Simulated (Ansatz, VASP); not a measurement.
# One calculation of Ti, two programs

File INCAR:

```
PREC = Accurate ; ENCUT = 520
EDIFF = 1E-6 ; ISMEAR = 0
SIGMA = 0.15 ; LREAL = False
LASPH = True ; NELM = 100
ALGO = Normal ; ISIF = 2
LWAVE = False ; LCHARG = False
GGA = PE ; NBANDS = 12
```

The input KPOINTS:

```
regular mesh
0
Gamma
  20 20 20
```

The input POSCAR:

```
Ti
1.0
    0.0000000000      2.1282697019      1.6881435275
    2.1282697019      0.0000000000      1.6881435275
    2.1282697019      2.1282697019      0.0000000000
Ti
1
Direct
    0.0000000000      0.0000000000      0.0000000000
```

Input for Ansatz:

```yaml
crystal:
  lattice:
    - [0.0, 2.1282697019, 1.6881435275]
    - [2.1282697019, 0.0, 1.6881435275]
    - [2.1282697019, 2.1282697019, 0.0]
  atoms:
    - { symbol: Ti, position: [0.0, 0.0, 0.0] }
basis:
  ecutwfc: 520.0
kpoints:
  mp_grid: { grid: [20, 20, 20] }
hamiltonian:
  xc: pbe
  pseudopotentials: { kind: paw, azcp: { folder: soft_1 } }
scf:
  occupations: { method: gaussian, width: 0.15 }
output:
  forces: true
  stress: true
  eigenvalues: true
```

Alike in both runs: task single point; functional PBE; k mesh 20 × 20 × 20; occupations gaussian, width 0.15 eV; no spin polarisation.

|  | VASP | Ansatz |
| --- | --- | --- |
| version | VASP 6.6.1 | Ansatz 0.2.0 |
| potentials or method | VASP PAW PBE potentials, release 64 (Ti_sv), cutoff 520 eV | scalar-relativistic, plane waves, PAW |
| valence electrons in the cell | 12 | 12 |

```tsv
	VASP	Ansatz	Ansatz less VASP
gap on the k mesh at the Fermi level (eV)	none	none	-
pressure (GPa)	15.7	16.1	+0.41
traceless stress, the component that is largest in VASP (GPa)	0.98	0.94	-0.038
```

A gap of «none» marks a metal or a gap that the smearing closes. The functional is the same, so the differences come from potentials, cutoffs and numerics.
